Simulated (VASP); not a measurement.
# TiNi (P4/nmm) in VASP: further runs

The runs below take TiNi through single point, relaxation of cell and atoms, with PBEsol.

Program: VASP 6.6.1. These are calculated values, not measurements. Logs are shortened: lines on timing, memory, paths and dates and some standing lists are left out, and cuts for length are marked.

### Step 1. The cell of the first run

Symmetry: P4/nmm, No. 129, tetragonal system. The conventional cell has a = 3.056 Å, b = 3.056 Å, c = 5.624 Å, α = 90.00°, β = 90.00°, γ = 90.00°. Ti (site symmetry 4mm) has 6 Ni at 2.47 to 3.01 Å and 8 Ti at 2.82 to 3.06 Å within 3.3 Å. Ni (site symmetry 4mm) has 6 Ti at 2.47 to 3.01 Å and 8 Ni at 2.58 to 3.06 Å within 3.3 Å.

### Step 2. Single point, PBEsol, collinear spin, ferromagnetic start

File INCAR:

```
ALGO = Normal
EDIFF = 1E-6
ENCUT = 520
GGA = PS
ISIF = 2
ISMEAR = 0
ISPIN = 2
LASPH = T
LCHARG = T
LELF = T
LMAXMIX = 4
LORBIT = 11
LREAL = F
LVHAR = T
LWAVE = F
MAGMOM = 0 0 0.32 0.32
NBANDS = 34
NELM = 150
PREC = Accurate
SIGMA = 0.1
```

File KPOINTS:

```
k-points
0
Gamma
  8 8 4
```

File POSCAR:

```
TiNi
1.0
    3.0563442004      0.0000000000      0.0000000000
    0.0000000000      3.0563442004      0.0000000000
    0.0000000000      0.0000000000      5.6238568755
Ti Ni
2 2
Direct
    0.0000000000      0.5000000000      0.6605482826
    0.5000000000      0.0000000000      0.3394517174
    0.0000000000      0.5000000000      0.1258223445
    0.5000000000      0.0000000000      0.8741776555
```

Potentials or basis: VASP PAW PBE potentials, release 64 (Ti_sv, Ni).

Launch:

```bash
cat potpaw_PBE.64/Ti_sv/POTCAR potpaw_PBE.64/Ni/POTCAR > POTCAR
mpirun -np 1 vasp_std > vasp.out
```

OUTCAR:

```text
EDIFF = 1E-6
   ENCUT = 520
   GGA = PS
   ISIF = 2
   ISMEAR = 0
   ISPIN = 2
   LASPH = T
   LORBIT = 11
   LREAL = F
   NELM = 150
   PREC = Accurate

 ion  position               nearest neighbor table
   1  0.000  0.500  0.661-   4 2.47   4 2.47   4 2.47   4 2.47   3 2.62   2 2.82   2 2.82   2 2.82
                             2 2.82
   2  0.500  0.000  0.339-   3 2.47   3 2.47   3 2.47   3 2.47   4 2.62   1 2.82   1 2.82   1 2.82
                             1 2.82
   3  0.000  0.500  0.126-   2 2.47   2 2.47   2 2.47   2 2.47   4 2.58   4 2.58   4 2.58   4 2.58
                             1 2.62
   4  0.500  0.000  0.874-   1 2.47   1 2.47   1 2.47   1 2.47   3 2.58   3 2.58   3 2.58   3 2.58
                             2 2.62

  LATTYP: Found a simple tetragonal cell.
 ALAT       =     3.0563442004
 C/A-ratio  =     1.8400600543

  Lattice vectors:

 A1 = (   3.0563442004,   0.0000000000,   0.0000000000)
 A2 = (   0.0000000000,   3.0563442004,   0.0000000000)
 A3 = (   0.0000000000,   0.0000000000,   5.6238568755)

Analysis of symmetry for initial positions (statically):
=====================================================================
 Subroutine PRICEL returns:
 Original cell was already a primitive cell.

 Routine SETGRP: Setting up the symmetry group for a
 simple tetragonal supercell.

 Subroutine GETGRP returns: Found 16 space group operations
 (whereof  8 operations were pure point group operations)
 out of a pool of 16 trial point group operations.

The static configuration has the point symmetry D_2d.
 The point group associated with its full space group is D_4h.

Analysis of symmetry for dynamics (positions and initial velocities):
=====================================================================
 Subroutine PRICEL returns:
 Original cell was already a primitive cell.

 Routine SETGRP: Setting up the symmetry group for a
 simple tetragonal supercell.

 Subroutine GETGRP returns: Found 16 space group operations
 (whereof  8 operations were pure point group operations)
 out of a pool of 16 trial point group operations.

The dynamic configuration has the point symmetry D_2d.
 The point group associated with its full space group is D_4h.

Analysis of structural, dynamic, and magnetic symmetry:
=====================================================================
 Subroutine PRICEL returns:
 Original cell was already a primitive cell.

 Routine SETGRP: Setting up the symmetry group for a
 simple tetragonal supercell.

 Subroutine GETGRP returns: Found 16 space group operations
 (whereof  8 operations were pure point group operations)
 out of a pool of 16 trial point group operations.

The overall configuration has the point symmetry D_2d.
 The point group associated with its full space group is D_4h.

 Subroutine INISYM returns: Found 16 space group operations
 (whereof  8 operations are pure point group operations),
 and found     1 'primitive' translations

----------------------------------------------------------------------------------------

                                     Primitive cell

  volume of cell :      52.5338

  direct lattice vectors                    reciprocal lattice vectors
     3.056344200  0.000000000  0.000000000     0.327188279  0.000000000  0.000000000
     0.000000000  3.056344200  0.000000000     0.000000000  0.327188279  0.000000000
     0.000000000  0.000000000  5.623856875     0.000000000  0.000000000  0.177813914

  length of vectors
     3.056344200  3.056344200  5.623856875     0.327188279  0.327188279  0.177813914

  position of ions in fractional coordinates (direct lattice)
     0.000000000  0.500000000  0.660548283
     0.500000000  0.000000000  0.339451717
     0.000000000  0.500000000  0.125822345
     0.500000000  0.000000000  0.874177655

  ion indices of the primitive-cell ions
   primitive index   ion index
                 1           1
                 2           2
                 3           3
                 4           4

----------------------------------------------------------------------------------------

 KPOINTS: k-points

Automatic generation of k-mesh.
 Grid dimensions read from file:
 generate k-points for:    8    8    4

 Generating k-lattice:

  Cartesian coordinates                     Fractional coordinates (reciprocal lattice)
     0.040898535  0.000000000  0.000000000     0.125000000  0.000000000  0.000000000
     0.000000000  0.040898535  0.000000000     0.000000000  0.125000000  0.000000000
     0.000000000  0.000000000  0.044453478     0.000000000  0.000000000  0.250000000

  Length of vectors
     0.040898535  0.040898535  0.044453478

  Shift w.r.t. Gamma in fractional coordinates (k-lattice)
     0.000000000  0.000000000  0.000000000

 Subroutine IBZKPT returns following result:
 ===========================================

 Found     45 irreducible k-points:

 Following reciprocal coordinates:
            Coordinates               Weight
  0.000000  0.000000  0.000000      1.000000
  0.125000  0.000000  0.000000      4.000000
  0.250000  0.000000  0.000000      4.000000
  0.375000  0.000000  0.000000      4.000000
  0.500000  0.000000  0.000000      2.000000
  0.125000  0.125000  0.000000      4.000000
[... 16 lines left out ...]
  0.375000  0.125000  0.250000     16.000000
  0.500000  0.125000  0.250000      8.000000
 [... further k-points ...]
   k-points           NKPTS =     45   k-points in BZ     NKDIM =     45   number of bands    NBANDS=     34
   number of dos      NEDOS =    301   number of ions     NIONS =      4
   total plane-waves  NPLWV =  24192
   dimension x,y,z NGX =    24 NGY =   24 NGZ =   42
   dimension x,y,z NGXF=    48 NGYF=   48 NGZF=   84
   ions per type =               2   2
   NGX,Y,Z   is equivalent  to a cutoff of  13.05, 13.05, 12.42 a.u.
   NGXF,Y,Z  is equivalent  to a cutoff of  26.11, 26.11, 24.83 a.u.
 SYSTEM =  unknown system
   PREC   = accura    normal or accurate (medium, high low for compatibility)
   ISTART =      0    job   : 0-new  1-cont  2-samecut
   ICHARG =      2    charge: 1-file 2-atom 10-const
   ISPIN  =      2    spin polarized calculation?
   LNONCOLLINEAR =      F non collinear calculations
   LSORBIT =      F    spin-orbit coupling
   LASPH  =      T    aspherical Exc in radial PAW
   ENCUT  =  520.0 eV  38.22 Ry    6.18 a.u.   5.68  5.68 10.46*2*pi/ulx,y,z
   NELM   =    150;   NELMIN=  2; NELMDL= -5     # of ELM steps
   EDIFF  = 0.1E-05   stopping-criterion for ELM
   LREAL  =      F    real-space projection
   EDIFFG = 0.1E-04   stopping-criterion for IOM
   NSW    =      0    number of steps for IOM
   IBRION =     -1    ionic relax: 0-MD 1-quasi-New 2-CG
   NFREE  =      0    steps in history (QN), initial steepest desc. (CG)
   ISIF   =      2    stress and relaxation
   ISYM   =      2    0-nonsym 1-usesym 2-fastsym
   POTIM  = 0.5000    time-step for ionic-motion
   TEBEG  =    0.0;   TEEND  =   0.0 temperature during run
   PSTRESS=    0.0 pullay stress
   NELECT =      44.0000    total number of electrons
   NUPDOWN=      -1.0000    fix difference up-down
   EMIN   =  10.00;   EMAX   =-10.00  energy-range for DOS
   EFERMI =   0.00;   METHOD = LEGACY
   ISMEAR =     0;   SIGMA  =   0.10  broadening in eV -4-tet -1-fermi 0-gaus
   EFERMI_NEDOS =   21; number of points for ismear=-14 and -15
   IALGO  =     38    algorithm
   IMIX   =      4    mixing-type and parameters
     AMIX     =   0.40;   BMIX     =  1.00
     AMIX_MAG =   1.60;   BMIX_MAG =  1.00
  volume/ion in A,a.u.               =      13.13        88.63
  Fermi-wavevector in a.u.,A,eV,Ry     =   1.543167  2.916162 32.400410  2.381363
  Thomas-Fermi vector in A             =   2.648868
   LORBIT       =     11    0 simple, 1 ext, 2 COOP (PROOUT), +10 PAW based schemes
   GGA     = PS    functional components
   LHFCALC =     F    Hartree Fock is set to
   AEXX    =    0.0000 exact exchange contribution
   IVDW    =     0    specifies the selected vdW correction
   LEPSILON=     F    determine dielectric tensor
   LRPA    =     F    only Hartree local field effects (RPA)
 spin polarized calculation
 Gauss-broadening in eV      SIGMA  =   0.10
  energy-cutoff  :      520.00
  volume of cell :       52.53
 maximum number of plane-waves:      1430
 NGX is ok and might be reduce to    24
   NGX = 11   NGY = 11   NGZ = 21

 number of electron      44.0000024 magnetization       0.0019867

 Free energy of the ion-electron system (eV)
  ---------------------------------------------------
  ext. energy  EPLUGINS =         0.00000000
  ---------------------------------------------------
  free energy    TOTEN  =       -30.23231999 eV

  energy without entropy =      -30.20397371  energy(sigma->0) =      -30.21814685

 E-fermi :   9.1985     XC(G=0): -12.7269

 val. band max:        9.1837470638   @ k =   0.5000   0.2500   0.2500
 cond. band min:       9.2093352439   @ k =   0.5000   0.3750   0.2500
 fundamental gap:      0.0255881801
 Fermi energy:         9.1984666564

 spin component 1

 k-point     1 :       0.0000    0.0000    0.0000
  band No.  band energies     occupation
      1     -47.0478      1.00000
      2     -46.9283      1.00000
      3     -23.5506      1.00000
      4     -23.3295      1.00000
      5     -23.3295      1.00000
      6     -23.2214      1.00000
[... 26 lines left out ...]
     33      17.4960      0.00000
     34      20.9996      0.00000

 k-point     2 :       0.1250    0.0000    0.0000
  band No.  band energies     occupation
      1     -47.0398      1.00000
      2     -46.9293      1.00000
      3     -23.5465      1.00000
      4     -23.3896      1.00000
      5     -23.3190      1.00000
      6     -23.1974      1.00000
[... 26 lines left out ...]
     33      18.2129      0.00000
     34      21.2118      0.00000
[... 775 lines left out ...]
     33      18.2896      0.00000
     34      19.9328      0.00000

 k-point    24 :       0.5000    0.1250    0.2500
  band No.  band energies     occupation
      1     -46.9606      1.00000
      2     -46.9606      1.00000
      3     -23.5956      1.00000
      4     -23.5956      1.00000
      5     -23.2687      1.00000
      6     -23.2687      1.00000
[... 26 lines left out ...]
     33      19.1095      0.00000
     34      19.1095      0.00000

 [... further k-points ...]

 spin component 2

 k-point     1 :       0.0000    0.0000    0.0000
  band No.  band energies     occupation
      1     -47.0474      1.00000
      2     -46.9279      1.00000
      3     -23.5502      1.00000
      4     -23.3291      1.00000
      5     -23.3291      1.00000
      6     -23.2211      1.00000
[... 26 lines left out ...]
     33      17.4963      0.00000
     34      21.0000      0.00000

 k-point     2 :       0.1250    0.0000    0.0000
  band No.  band energies     occupation
      1     -47.0394      1.00000
      2     -46.9289      1.00000
      3     -23.5460      1.00000
      4     -23.3892      1.00000
      5     -23.3186      1.00000
      6     -23.1970      1.00000
[... 26 lines left out ...]
     33      18.2132      0.00000
     34      21.2123      0.00000
[... 775 lines left out ...]
     33      18.2901      0.00000
     34      19.9330      0.00000

 k-point    24 :       0.5000    0.1250    0.2500
  band No.  band energies     occupation
      1     -46.9603      1.00000
      2     -46.9603      1.00000
      3     -23.5952      1.00000
      4     -23.5952      1.00000
      5     -23.2683      1.00000
      6     -23.2683      1.00000
[... 26 lines left out ...]
     33      19.1099      0.00000
     34      19.1099      0.00000

 [... further k-points ...]
[... 5 lines left out ...]
  --------------------------------------------------------------------------------------
  -------------------------------------------------------------------------------------
  Total        0.0681696      0.0681696     -0.0531145      0.0000000      0.0000000      0.0000000
  in kB        2.0790388      2.0790388     -1.6198887      0.0000000      0.0000000      0.0000000
  external PRESSURE =       0.8460630 kB  Pullay stress =       0.0000000 kB

 VOLUME and BASIS-vectors are now :
 -----------------------------------------------------------------------------
  energy-cutoff  :      520.00
  volume of cell :       52.53
      direct lattice vectors                 reciprocal lattice vectors
     3.056344200  0.000000000  0.000000000     0.327188279  0.000000000  0.000000000
     0.000000000  3.056344200  0.000000000     0.000000000  0.327188279  0.000000000
     0.000000000  0.000000000  5.623856875     0.000000000  0.000000000  0.177813914

 POSITION                                       TOTAL-FORCE (eV/Angst)
 -----------------------------------------------------------------------------------
      0.00000      1.52817      3.71483        -0.000000      0.000000     -0.030407
      1.52817      0.00000      1.90903         0.000000      0.000000      0.030407
      0.00000      1.52817      0.70761        -0.000000      0.000000     -0.011488
      1.52817      0.00000      4.91625         0.000000      0.000000      0.011488
 -----------------------------------------------------------------------------------
    total drift:                                0.000000      0.000000      0.000000

  FREE ENERGIE OF THE ION-ELECTRON SYSTEM (eV)
  ---------------------------------------------------
  free  energy   TOTEN  =       -30.2323199885 eV

  energy  without entropy=      -30.2039737109  energy(sigma->0) =      -30.21814685

 total charge

# of ion       s       p       d       tot
------------------------------------------
    1        2.256   6.167   1.933  10.356
    2        2.256   6.167   1.933  10.356
    3        0.560   0.460   8.372   9.392
    4        0.560   0.460   8.372   9.392
--------------------------------------------------
tot          5.633  13.254  20.610  39.497

 magnetization (x)

# of ion       s       p       d       tot
------------------------------------------
    1        0.000   0.000   0.000   0.000
    2        0.000   0.000   0.000   0.000
    3        0.000   0.000   0.000   0.000
    4        0.000   0.000   0.000   0.000
--------------------------------------------------
tot          0.000   0.000   0.001   0.001
```

Wall time 2.8 min (1 thread of Intel Xeon Platinum 8259CL at 2.50GHz (Skylake/Cascade Lake), shared host); peak memory 0.26 GiB.

What came out:

```yaml
Free_energy: -30.2323 eV
Pressure: 0.1 GPa
Largest_force: 0.030 eV/Å
Band_gap_on_the_k_mesh: zero (filled and empty bands overlap)
Net_moment: 0.00 μB per cell
Valence_electrons_inside_the_program's_atomic_spheres: Ti 10.36; Ni 9.39
```

Forces in eV/Å, atoms in the order of the input:
```
Ti   0.000  0.000 -0.030
Ti   0.000  0.000  0.030
Ni   0.000  0.000 -0.011
Ni   0.000  0.000  0.011
```

Caveat: the PAW data sets were made with another functional, which shifts forces and pressure a little.

### Step 3. Relaxation of cell and atoms, PBEsol, collinear spin, ferromagnetic start

This run uses another cell than the first one, of 15.81 Å³/atom.

File INCAR:

```
ALGO = Normal
EDIFF = 1E-7
EDIFFG = -0.05
ENCUT = 600
GGA = PS
IBRION = 2
ISIF = 3
ISMEAR = 0
ISPIN = 2
LASPH = True
LCHARG = False
LMAXMIX = 4
LORBIT = 11
LREAL = False
LWAVE = False
MAGMOM = 0 0 0.32 0.32
NELM = 150
NSW = 80
PREC = Accurate
SIGMA = 0.1
```

KPOINTS is that of step 2.

File POSCAR:

```
TiNi
1.0
    2.7274460424      0.0000000000      0.0000000000
    0.0000000000      2.7274460424      0.0000000000
    0.0000000000      0.0000000000      8.5034559044
Ti Ni
2 2
Direct
    0.0000000000      0.5000000000      0.6096858278
    0.5000000000      0.0000000000      0.3903141722
    0.0000000000      0.5000000000      0.1334317095
    0.5000000000      0.0000000000      0.8665682905
```

Potentials or basis: VASP PAW PBE potentials, release 64 (Ti_sv, Ni).

Launch:

```bash
cat potpaw_PBE.64/Ti_sv/POTCAR potpaw_PBE.64/Ni/POTCAR > POTCAR
mpirun -np 1 vasp_std > vasp.out
```

Run time: 66 min. Hardware: 1 thread of Oxide Virtual Turin-like, shared host; peak memory 0.31 GiB.

The run converged. Its results:

| Property | Result |
| --- | --- |
| Free energy | -30.2318 eV |
| Relaxed volume | 13.13 Å³/atom |
| Relaxed cell | a = 3.059 Å, b = 3.059 Å, c = 5.613 Å, α = 90.00°, β = 90.00°, γ = 90.00° |
| Space group after relaxing (to 0.1 Å) | P4/nmm (No. 129) |
| Energy gained by relaxing | 603.8 meV/atom |
| Ionic steps | 26 |
| Pressure after relaxing | 0.1 GPa |
| Largest force after relaxing | 0.040 eV/Å |
| Band gap on the k mesh | zero (filled and empty bands overlap) |
| Net moment | 0.00 μB per cell |
| Valence electrons inside the program's atomic spheres | Ti 10.36; Ni 9.39 |

Forces on the atoms (eV/Å):
```
Ti   0.000  0.000 -0.036
Ti   0.000  0.000  0.036
Ni   0.000  0.000 -0.040
Ni   0.000  0.000  0.040
```

Stress tensor (GPa, compression positive):
```
0.17 0.00 0.00
0.00 0.17 0.00
0.00 0.00 0.02
```

Step by step:
```tsv
step	energy change (eV)	largest force (eV/Å)	pressure (GPa)	volume (Å³)
1	0.0000	2.2924	-13.10	63.26
2	-0.9390	2.0039	5.15	52.12
3	-0.9462	1.8850	8.65	50.96
4	-1.4535	0.9965	6.94	50.90
5	-1.5744	0.8374	7.86	50.82
6	-1.5842	0.7719	8.62	50.78
7	-1.6105	0.1309	-9.97	57.00
8	-1.7012	0.2158	-2.25	53.94
9	-1.7747	0.2170	-1.29	53.47
10	-1.9571	0.8386	3.41	51.79
11	-1.3716	2.7023	26.16	47.06
12	-2.0291	0.7714	4.87	51.29
13	-2.0047	1.4908	12.30	49.36
14	-2.0617	1.0282	7.39	50.56
15	-2.0839	1.0598	6.84	50.66
16	-2.1322	1.1459	5.55	50.95
17	-2.1255	1.3451	4.14	51.38
18	-2.1498	1.2223	4.67	51.17
19	-2.1795	1.1360	3.51	51.48
20	-2.2460	0.8997	0.11	52.42
21	-2.2902	0.5320	-5.55	54.34
22	-2.3357	0.4229	-3.97	53.78
23	-2.3840	0.3594	0.71	52.42
24	-2.3970	0.2898	0.53	52.45
25	-2.4152	0.0538	0.15	52.51
26	-2.4153	0.0404	0.12	52.51
```

Final structure:
```
CELL_PARAMETERS angstrom
3.05857 0.00000 0.00000
0.00000 3.05857 0.00000
0.00000 0.00000 5.61303
ATOMIC_POSITIONS crystal
Ti 0.00000 0.50000 0.66066
Ti 0.50000 0.00000 0.33934
Ni 0.00000 0.50000 0.12666
Ni 0.50000 0.00000 0.87334
```

Levels at points of the mesh, in eV from the Fermi level:
Spin up:
| k point | band 20 | band 21 | band 22 | band 23 | band 24 | band 25 |
| --- | --- | --- | --- | --- | --- | --- |
| (0.00, 0.00, 0.00) | -1.17 | -0.54 | -0.23 | 1.07 | 1.07 | 1.59 |
| (0.50, 0.00, 0.00) | -0.73 | 0.17 | 0.17 | 1.03 | 1.03 | 1.50 |
| (0.50, 0.50, 0.00) | -0.97 | -0.81 | -0.81 | 0.77 | 0.77 | 2.47 |
| (0.00, 0.00, 0.50) | -1.23 | -0.57 | 0.09 | 1.38 | 1.38 | 1.52 |
| (0.50, 0.00, 0.50) | -1.25 | -0.21 | -0.21 | 1.14 | 1.14 | 1.88 |
| (0.50, 0.50, 0.50) | -0.94 | -0.87 | -0.87 | -0.58 | -0.58 | 2.23 |
Spin down:
```
           k point  band 20  band 21  band 22  band 23  band 24  band 25
(0.00, 0.00, 0.00)    -1.17    -0.54    -0.23     1.07     1.07     1.59
(0.50, 0.00, 0.00)    -0.73     0.17     0.17     1.03     1.03     1.50
(0.50, 0.50, 0.00)    -0.97    -0.81    -0.81     0.77     0.77     2.47
(0.00, 0.00, 0.50)    -1.23    -0.57     0.09     1.38     1.38     1.52
(0.50, 0.00, 0.50)    -1.25    -0.21    -0.21     1.14     1.14     1.88
(0.50, 0.50, 0.50)    -0.94    -0.87    -0.87    -0.58    -0.58     2.23
```

Caveat: the volume moved by over 15 % at a fixed basis, so the end points are rough; the PAW data sets were made with another functional, which shifts forces and pressure a little; the relaxation stopped at a loose force limit of 0.05 eV/Å, so its end isn't a converged minimum.

The gap in the log of VASP goes by the Fermi energy; the results here count the filled bands.